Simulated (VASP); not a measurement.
# CuO in VASP: settings compared

The runs below take CuO through single point, with PBE, LDA+U, LDA.

All numbers are computed with VASP 6.6.1; they aren't measurements. Logs are shortened: lines on timing, memory, paths and dates and some standing lists are left out, and cuts for length are marked.

## 1. The cell of the first run

The typed cell holds 4 atoms: a = 3.180 Å, b = 3.180 Å, c = 4.431 Å, α = 90.00°, β = 90.00°, γ = 120.00°.

## 2. Single point, PBE (atoms moved at random)

INCAR

```
PREC = Accurate ; ENCUT = 520
EDIFF = 1E-6 ; ISMEAR = -1
SIGMA = 0.05 ; LREAL = False
LASPH = True ; NELM = 80
ALGO = Normal ; ISIF = 2
LWAVE = False ; LCHARG = False
GGA = PE ; NBANDS = 25
```

KPOINTS

```
Automatic mesh
0
Gamma
  10 10 6
```

POSCAR

```
CuO
1.0
    3.1795331000      0.0000000000      0.0000000000
   -1.5897665500      2.7535564400      0.0000000000
    0.0000000000      0.0000000000      4.4314907300
Cu O
2 2
Direct
    0.0143570000      0.0135510000      0.0043770000
   -0.0205790000     -0.0050740000      0.4938040000
    0.3328320000      0.6608030000      0.2502360000
    0.6533420000      0.3179480000      0.7458560000
```

Potentials or basis: VASP PAW PBE potentials, release 64 (Cu, O).

The run is started by

```sh
$ cat potpaw_PBE.64/Cu/POTCAR potpaw_PBE.64/O/POTCAR > POTCAR
$ mpirun -np 1 vasp_std > vasp.out
```

OUTCAR:

```text
PREC = Accurate
   ENCUT = 520
   EDIFF = 1E-6
   ISMEAR = -1
   LREAL = False
   LASPH = True
   NELM = 80
   ISIF = 2
   GGA = PE

 ion  position               nearest neighbor table
   1  0.014  0.014  0.004-   3 2.09   4 2.10   3 2.15   4 2.16   3 2.17   2 2.17   4 2.23   2 2.26

   2  0.979  0.995  0.494-   3 2.08   4 2.11   3 2.13   4 2.17   1 2.17   4 2.17   3 2.18   1 2.26

   3  0.333  0.661  0.250-   2 2.08   1 2.09   2 2.13   1 2.15   1 2.17   2 2.18
   4  0.653  0.318  0.746-   1 2.10   2 2.11   1 2.16   2 2.17   2 2.17   1 2.23

  LATTYP: Found a hexagonal cell.
 ALAT       =     3.1795331000
 C/A-ratio  =     1.3937551806

  Lattice vectors:

 A1 = (   3.1795331000,   0.0000000000,   0.0000000000)
 A2 = (  -1.5897665500,   2.7535564400,   0.0000000000)
 A3 = (   0.0000000000,   0.0000000000,   4.4314907300)

Analysis of symmetry for initial positions (statically):
=====================================================================
 Subroutine PRICEL returns:
 Original cell was already a primitive cell.

 Routine SETGRP: Setting up the symmetry group for a
 hexagonal supercell.

 Subroutine GETGRP returns: Found  1 space group operations
 (whereof  1 operations were pure point group operations)
 out of a pool of 24 trial point group operations.

The static configuration has the point symmetry C_1 .

Analysis of symmetry for dynamics (positions and initial velocities):
=====================================================================
 Subroutine PRICEL returns:
 Original cell was already a primitive cell.

 Routine SETGRP: Setting up the symmetry group for a
 hexagonal supercell.

 Subroutine GETGRP returns: Found  1 space group operations
 (whereof  1 operations were pure point group operations)
 out of a pool of 24 trial point group operations.

The dynamic configuration has the point symmetry C_1 .

 Subroutine INISYM returns: Found  1 space group operations
 (whereof  1 operations are pure point group operations),
 and found     1 'primitive' translations

----------------------------------------------------------------------------------------

                                     Primitive cell

  volume of cell :      38.7978

  direct lattice vectors                    reciprocal lattice vectors
[... 88 lines left out ...]
   LASPH  =      T    aspherical Exc in radial PAW
   ENCUT  =  520.0 eV  38.22 Ry    6.18 a.u.   5.91  5.91  8.24*2*pi/ulx,y,z
   NELM   =     80;   NELMIN=  2; NELMDL= -5     # of ELM steps
   EDIFF  = 0.1E-05   stopping-criterion for ELM
   LREAL  =      F    real-space projection
   EDIFFG = 0.1E-04   stopping-criterion for IOM
   NSW    =      0    number of steps for IOM
   IBRION =     -1    ionic relax: 0-MD 1-quasi-New 2-CG
   NFREE  =      0    steps in history (QN), initial steepest desc. (CG)
   ISIF   =      2    stress and relaxation
   ISYM   =      2    0-nonsym 1-usesym 2-fastsym
   POTIM  = 0.5000    time-step for ionic-motion
   TEBEG  =    0.0;   TEEND  =   0.0 temperature during run
   PSTRESS=    0.0 pullay stress
   NELECT =      34.0000    total number of electrons
   NUPDOWN=      -1.0000    fix difference up-down
   EMIN   =  10.00;   EMAX   =-10.00  energy-range for DOS
   EFERMI =   0.00;   METHOD = LEGACY
   ISMEAR =    -1;   SIGMA  =   0.05  broadening in eV -4-tet -1-fermi 0-gaus
   EFERMI_NEDOS =   21; number of points for ismear=-14 and -15
   IALGO  =     38    algorithm
   IMIX   =      4    mixing-type and parameters
     AMIX     =   0.40;   BMIX     =  1.00
     AMIX_MAG =   1.60;   BMIX_MAG =  1.00
  volume/ion in A,a.u.               =       9.70        65.46
  Fermi-wavevector in a.u.,A,eV,Ry     =   1.566626  2.960494 33.393023  2.454318
  Thomas-Fermi vector in A             =   2.668926
   LORBIT       =      0    0 simple, 1 ext, 2 COOP (PROOUT), +10 PAW based schemes
   GGA     = PE    functional components
   LHFCALC =     F    Hartree Fock is set to
   AEXX    =    0.0000 exact exchange contribution
   IVDW    =     0    specifies the selected vdW correction
   LEPSILON=     F    determine dielectric tensor
   LRPA    =     F    only Hartree local field effects (RPA)
 non-spin polarized calculation
  energy-cutoff  :      520.00
  volume of cell :       38.80
 maximum number of plane-waves:      1056
   NGX = 11   NGY = 11   NGZ = 17

 number of electron      33.9999993 magnetization

 Free energy of the ion-electron system (eV)
  ---------------------------------------------------
  ext. energy  EPLUGINS =         0.00000000
  ---------------------------------------------------
  free energy    TOTEN  =       -18.10384947 eV

  energy without entropy =      -18.07577519  energy(sigma->0) =      -18.08981233

 E-fermi :   5.7268     XC(G=0): -12.2108

 val. band max:        5.7263851101   @ k =  -0.3000   0.0000   0.3333
 cond. band min:       5.7271487217   @ k =   0.2000   0.2000   0.5000
 fundamental gap:      0.0007636116
 Fermi energy:         5.7268373839

 k-point     1 :       0.0000    0.0000    0.0000
  band No.  band energies     occupation
      1     -13.5129      2.00000
      2     -11.9380      2.00000
      3      -0.8210      2.00000
      4       0.3256      2.00000
      5       0.4097      2.00000
      6       1.4688      2.00000
[... 661 lines left out ...]
     24      19.9721      0.00000
     25      20.2324      0.00000

 [... further k-points ...]

------------------------ aborting loop because EDIFF is reached ----------------------------------------

  FORCE on cell =-STRESS in cart. coord.  units (eV):
  Direction    XX          YY          ZZ          XY          YZ          ZX
  --------------------------------------------------------------------------------------
  -------------------------------------------------------------------------------------
  Total       -2.2197624     -1.9631363      9.3110797     -0.0722895     -0.0004453     -0.0965098
  in kB      -91.6663420    -81.0688229    384.5062899     -2.9852347     -0.0183881     -3.9854250
  external PRESSURE =      70.5903750 kB  Pullay stress =       0.0000000 kB

 VOLUME and BASIS-vectors are now :
 -----------------------------------------------------------------------------
  energy-cutoff  :      520.00
  volume of cell :       38.80
      direct lattice vectors                 reciprocal lattice vectors
     3.179533100  0.000000000  0.000000000     0.314511587  0.181583349  0.000000000
    -1.589766550  2.753556440  0.000000000     0.000000000  0.363166698  0.000000000
     0.000000000  0.000000000  4.431490730     0.000000000  0.000000000  0.225657699

 POSITION                                       TOTAL-FORCE (eV/Angst)
 -----------------------------------------------------------------------------------
      0.02411      0.03731      0.01940         0.106557     -0.131032     -1.063320
      1.53240      2.73958      2.18829         0.015059     -0.203098      1.056121
      0.00773      1.81956      1.10892        -0.092193      0.154354     -0.061250
      1.57186      0.87549      3.30525        -0.029422      0.179775      0.068450
 -----------------------------------------------------------------------------------
    total drift:                                0.000091      0.000948     -0.001084

  FREE ENERGIE OF THE ION-ELECTRON SYSTEM (eV)
  ---------------------------------------------------
  free  energy   TOTEN  =       -18.1038494701 eV

  energy  without entropy=      -18.0757751931  energy(sigma->0) =      -18.08981233
```

stdout:

```text
POSCAR found type information on POSCAR CuO
 POSCAR found :  2 types and       4 ions
 scaLAPACK will be used
 LDA part: xc-table for (Slater+PW92), standard interpolation
 POSCAR, INCAR and KPOINTS ok, starting setup
 FFT: planning ... GRIDC
 FFT: planning ... GRID_SOFT
 FFT: planning ... GRID
 WAVECAR not read
 entering main loop
```

Wall time 7.6 min (1 thread of AMD EPYC 7R43 (Zen 3), shared host); peak memory 0.31 GiB.

What came out:

- Free energy: -18.1038 eV
- Pressure: 7.1 GPa
- Largest force: 1.077 eV/Å
- Band gap on the k mesh: zero (band 17 reaches 6.27 eV, above the bottom of band 18 at 5.24 eV)

Forces on the atoms (eV/Å):
```
Cu   0.107 -0.131 -1.063
Cu   0.015 -0.203  1.056
O   -0.092  0.154 -0.061
O   -0.029  0.180  0.068
```

Stress tensor (GPa, compression positive):
```
-9.17 -0.30 -0.40
-0.30 -8.11  0.00
-0.40  0.00 38.45
```

Caveat: the cell differs from its parent crystal (atoms moved at random); semilocal functionals often make such compounds metallic where correlation or magnetic order opens a gap, which also shifts bond lengths; forces of over 1 eV/Å act on the atoms, so gaps and moduli don't describe the material at rest.

## 3. Single point, LDA+U

INCAR

```
  ALGO = Normal
  EDIFF = 1E-6
  ENCUT = 700
  GGA_COMPAT = False
  ISIF = 2
  ISMEAR = -1
  LASPH = True
  LCHARG = True
  LDAU = True
  LDAUJ = 0 0
  LDAUL = 2 -1
  LDAUPRINT = 1
  LDAUTYPE = 2
  LDAUU = 2 0
  LELF = True
  LMAXMIX = 4
  LREAL = False
  LVHAR = True
  LWAVE = False
  NBANDS = 33
  NELM = 200
  PREC = Accurate
  SIGMA = 0.05
```

KPOINTS

```
k-points
0
Gamma
  10 10 6
```

POSCAR

```
CuO
1.0
    3.1795331000      0.0000000000      0.0000000000
   -1.5897665500      2.7535564400      0.0000000000
    0.0000000000      0.0000000000      4.4314907300
Cu O
2 2
Direct
    0.0000000000      0.0000000000      0.0000000000
    0.0000000000      0.0000000000      0.5000000000
    0.3333333333      0.6666666667      0.2500000000
    0.6666666667      0.3333333333      0.7500000000
```

Potentials or basis: VASP PAW LDA potentials, release 64 (Cu_sv_GW, O).

The run is started by

```sh
$ cat potpaw_LDA.64/Cu_sv_GW/POTCAR potpaw_LDA.64/O/POTCAR > POTCAR
$ mpirun -np 1 vasp_std > vasp.out
```

OUTCAR:

```text
EDIFF = 1E-6
   ENCUT = 700
   ISIF = 2
   ISMEAR = -1
   LASPH = True
   LREAL = False
   NELM = 200
   PREC = Accurate

 ion  position               nearest neighbor table
   1  0.000  0.000  0.000-   3 2.14   4 2.14   4 2.14   3 2.14   4 2.14   3 2.14   2 2.22   2 2.22

   2  0.000  0.000  0.500-   3 2.14   4 2.14   4 2.14   3 2.14   4 2.14   3 2.14   1 2.22   1 2.22

   3  0.333  0.667  0.250-   1 2.14   2 2.14   1 2.14   2 2.14   1 2.14   2 2.14
   4  0.667  0.333  0.750-   1 2.14   2 2.14   1 2.14   2 2.14   1 2.14   2 2.14

  LATTYP: Found a hexagonal cell.
 ALAT       =     3.1795331000
 C/A-ratio  =     1.3937551806
[... 1135 lines left out ...]
  -------------------------------------------------------------------------------------
  Total       -6.7197989     -6.7197989      3.7582564      0.0000000      0.0000000      0.0000000
  in kB     -277.4978878   -277.4978884    155.1993169      0.0000000      0.0000000      0.0000000
  external PRESSURE =    -133.2654864 kB  Pullay stress =       0.0000000 kB

 VOLUME and BASIS-vectors are now :
 -----------------------------------------------------------------------------
  energy-cutoff  :      700.00
  volume of cell :       38.80
      direct lattice vectors                 reciprocal lattice vectors
     3.179533100  0.000000000  0.000000000     0.314511587  0.181583349  0.000000000
    -1.589766550  2.753556440  0.000000000     0.000000000  0.363166698  0.000000000
     0.000000000  0.000000000  4.431490730     0.000000000  0.000000000  0.225657699

 POSITION                                       TOTAL-FORCE (eV/Angst)
 -----------------------------------------------------------------------------------
      0.00000      0.00000      0.00000         0.000000      0.000000      0.000000
      0.00000      0.00000      2.21575         0.000000      0.000000      0.000000
     -0.00000      1.83570      1.10787        -0.000000      0.000000     -0.000000
      1.58977      0.91785      3.32362        -0.000000     -0.000000      0.000000
 -----------------------------------------------------------------------------------
    total drift:                               -0.000000     -0.000000     -0.000000

  FREE ENERGIE OF THE ION-ELECTRON SYSTEM (eV)
  ---------------------------------------------------
  free  energy   TOTEN  =       -20.2311090956 eV

  energy  without entropy=      -20.2049194482  energy(sigma->0) =      -20.21801427
```

OSZICAR:

```text
N       E                     dE             d eps       ncg     rms          rms(c)
DAV:   1     0.940118294587E+03    0.94012E+03   -0.35816E+04  5855   0.535E+03
DAV:   2     0.675897576101E+02   -0.87253E+03   -0.83412E+03  6175   0.134E+03
DAV:   3    -0.214862182290E+02   -0.89076E+02   -0.87214E+02  7159   0.456E+02
DAV:   4    -0.245421060756E+02   -0.30559E+01   -0.30316E+01  5741   0.106E+02
DAV:   5    -0.246874126349E+02   -0.14531E+00   -0.14512E+00  6496   0.185E+01    0.147E+01
DAV:   6    -0.241659697562E+02    0.52144E+00   -0.34344E+01  6488   0.304E+02    0.154E+01
DAV:   7    -0.202089617638E+02    0.39570E+01   -0.12739E+01  6080   0.252E+02    0.328E+00
DAV:   8    -0.202566548283E+02   -0.47693E-01   -0.11254E+00  6120   0.117E+01    0.188E+00
DAV:   9    -0.202332847241E+02    0.23370E-01   -0.53553E-02  7272   0.124E+01    0.532E-01
DAV:  10    -0.202311108061E+02    0.21739E-02   -0.90071E-03  6304   0.589E+00    0.114E-01
DAV:  11    -0.202311578806E+02   -0.47074E-04   -0.77380E-04  6408   0.401E-01    0.549E-02
DAV:  12    -0.202311119817E+02    0.45899E-04   -0.10678E-04  6736   0.314E-01    0.166E-02
DAV:  13    -0.202311090723E+02    0.29094E-05   -0.90661E-06  4896   0.208E-01    0.381E-03
DAV:  14    -0.202311090956E+02   -0.23290E-07   -0.88229E-07  2912   0.195E-02
   1 F= -.20231109E+02 E0= -.20218014E+02  d E =-.261896E-01
```

stdout:

```text
POSCAR found type information on POSCAR CuO
 POSCAR found :  2 types and       4 ions
 scaLAPACK will be used
 LDA part: xc-table for (Slater(with rela. corr.)+CA(PZ))
 , standard interpolation
 POSCAR, INCAR and KPOINTS ok, starting setup
 FFT: planning ... GRIDC
 FFT: planning ... GRID_SOFT
 FFT: planning ... GRID
 WAVECAR not read
 entering main loop
```

It took 63 s on 1 thread of Intel Xeon 6975P-C (Granite Rapids), shared host; peak memory 0.24 GiB.

Results:

```yaml
Free_energy: -20.2311 eV
Pressure: -13.3 GPa
Band_gap_on_the_k_mesh: zero (band 25 reaches 5.72 eV, above the bottom of band 26 at 4.58 eV)
```

Stress tensor (GPa, compression positive):
```
-27.75   0.00   0.00
  0.00 -27.75   0.00
  0.00   0.00  15.52
```

Levels at points of the mesh, in eV from the Fermi level:
```tsv
k point	band 23	band 24	band 25	band 26	band 27	band 28
(0.00, 0.00, 0.00)	-1.45	-0.28	0.60	0.60	1.59	5.17
(0.50, 0.00, 0.00)	-1.68	-1.43	0.34	0.50	6.76	6.85
(0.00, 0.00, 0.50)	-0.15	-0.15	-0.15	-0.15	4.31	4.31
(0.50, 0.00, 0.50)	-0.57	-0.57	-0.54	-0.54	6.00	6.00
```

Eigenvalues of the final occupation matrices:
```tsv
site	spin	trace	eigenvalues
site 1 d	1	4.49	0.85 0.85 0.92 0.94 0.94
site 1 d	2	4.49	0.85 0.85 0.92 0.94 0.94
site 2 d	1	4.49	0.85 0.85 0.92 0.94 0.94
site 2 d	2	4.49	0.85 0.85 0.92 0.94 0.94
```

Caveat: U without spin polarisation on a metal has little footing.

## 4. Single point, LDA

INCAR

```
SYSTEM = CuO
ALGO = Normal
EDIFF = 1E-6
ENCUT = 700
GGA_COMPAT = .FALSE.
ISIF = 2
ISMEAR = -1
LASPH = .TRUE.
LCHARG = .FALSE.
LREAL = .FALSE.
LWAVE = .FALSE.
NBANDS = 33
NELM = 120
PREC = Accurate
SIGMA = 0.05
```

KPOINTS

```
k-points
0
G
  10 10 6
  0 0 0
```

POSCAR is that of step 3.

The run is started by

```sh
$ cat potpaw_LDA.64/Cu_sv_GW/POTCAR potpaw_LDA.64/O/POTCAR > POTCAR
$ mpirun -np 1 vasp_std > vasp.out
```

Wall time 76 s (1 thread of Intel Xeon 6975P-C (Granite Rapids), shared host); peak memory 0.23 GiB.

It converged, with:

```
Free energy            : -22.0780 eV
Pressure               : -12.7 GPa
Band gap on the k mesh : zero (band 25 reaches 5.94 eV, above the bottom of band 26 at 4.80 eV)
```

Stress tensor (GPa, compression positive):
```
-27.28   0.00   0.00
  0.00 -27.28   0.00
  0.00   0.00  16.57
```

Levels at points of the mesh, in eV from the Fermi level:
| k point | band 22 | band 23 | band 24 | band 25 | band 26 | band 27 | band 28 | band 29 |
| --- | --- | --- | --- | --- | --- | --- | --- | --- |
| (0.00, 0.00, 0.00) | -1.46 | -1.46 | -0.10 | 0.60 | 0.60 | 1.38 | 4.92 | 11.23 |
| (0.50, 0.00, 0.00) | -1.66 | -1.47 | -1.24 | 0.37 | 0.49 | 6.53 | 6.65 | 9.53 |
| (0.00, 0.00, 0.50) | -2.33 | -0.15 | -0.15 | -0.15 | -0.15 | 4.12 | 4.12 | 13.67 |
| (0.50, 0.00, 0.50) | -1.88 | -0.56 | -0.56 | -0.54 | -0.54 | 5.76 | 5.76 | 10.03 |

Caveat: semilocal functionals often make such compounds metallic where correlation or magnetic order opens a gap, which also shifts bond lengths. With open d or f shells a metallic result of LDA can be an artefact of self-interaction; +U or a hybrid may open a gap.

## 5. Summary

| level | potentials or basis | U | cutoff (eV) | second run | gap on the mesh (eV) | pressure (GPa) |
| --- | --- | --- | --- | --- | --- | --- |
| PBE | VASP PAW PBE potentials, release 64 (Cu, O) | - | 520 | - | none | 7.1 |
| LDA+U | VASP PAW LDA potentials, release 64 (Cu_sv_GW, O) | Cu d U = 2.0 eV | 700 | valence_matched | none | -13.3 |
| LDA | VASP PAW LDA potentials, release 64 (Cu_sv_GW, O) | - | 700 | valence_matched | none | -12.7 |

Some of these runs hold the atoms at other places in the same cell, which the table doesn't show; runs alike in all that it shows share one row.

Alike in all rows: task single point; no spin polarisation; cell as given; k mesh 10 × 10 × 6; smearing fermi-dirac 0.05 eV.

Caveats: semilocal functionals often make such compounds metallic where correlation or magnetic order opens a gap, which also shifts bond lengths (some runs); forces of over 1 eV/Å act on the atoms, so gaps and moduli don't describe the material at rest (some runs); U without spin polarisation on a metal has little footing (some runs).

Total energies depend on the potentials used, so only differences within one code and one set of settings carry meaning.
